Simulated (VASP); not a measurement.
Runs of VASP 6.6.1 on HgTe. The structure is that of space group I-4m2 (No. 119), or close to it. The cells are those of the table. 

```csv
cell,gap on the mesh (eV),pressure (GPa)
"a = 4.419 Å, angles 99.1, 99.1, 133.0°, 2 atoms",none,-4.2
"a = 4.668 Å, angles 95.7, 95.7, 143.2°, 2 atoms",none,-3.5
"a = 4.491 Å, angles 97.9, 97.9, 136.6°, 2 atoms",none,-5.0
"a = 4.757 Å, angles 95.0, 95.0, 145.8°, 2 atoms",none,(a)
```

Alike in all rows: task single point; level LDA; potentials or basis VASP PAW LDA potentials, release 64 (Hg, Te); no spin polarisation; k mesh 18 × 18 × 18; cutoff (eV) 520; smearing gaussian 0.15 eV.

Task: Fill in the values left out.

Result: (a) -1.0.

Caveats: spin-orbit coupling is left out, which moves the levels of the heavy elements; the cell stands under tension (at least some runs).

A k mesh can miss the band edges, and the runs leave out spin-orbit coupling on Hg, Te.

A gap of «none» marks levels without a gap at the run's occupations.
